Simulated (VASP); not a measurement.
Si, 2 atoms in the cell. Symmetry: Imma, No. 74, orthorhombic system. The conventional cell has a = 4.802 Å, b = 4.802 Å, c = 2.645 Å, α = 90.00°, β = 90.00°, γ = 90.00°. Si (site symmetry mm2) has 10 Si at 2.46 to 3.21 Å within 3.3 Å.  This cell differs from its parent crystal: atoms displaced along a vibrational mode.

| Item | Value |
| --- | --- |
| Program | VASP 6.6.1 |
| Task | single point |
| Functional | r2SCAN |
| Potentials or basis | VASP PAW PBE potentials, release 64 (Si) |
| Cutoff | 520 eV |
| k mesh | 26 × 26 × 26 |
| Occupations | gaussian, width 0.15 eV |
| Spin | no spin polarisation |
| Dipole correction | no |
| Further INCAR settings | ALGO = Normal; EDIFF = 1e-06; NBANDS = 11 |

Potentials or basis: VASP PAW PBE potentials, release 64 (Si).

Launch:

```sh
$ cat potpaw_PBE.64/Si/POTCAR > POTCAR
$ cp INCAR.step1 INCAR
$ mpirun -np 1 vasp_std > vasp.out
$ cp INCAR.step2 INCAR
$ mpirun -np 1 vasp_std > vasp.out
```

Hardware: 1 thread of Oxide Virtual Turin-like Processor, with other jobs on the host.

Problem. How long does it take, and how much memory?

Solution. Run time: 53 min on 1 thread of Oxide Virtual Turin-like Processor (shared host), peak memory 0.66 GiB. Counts: k points 2471.
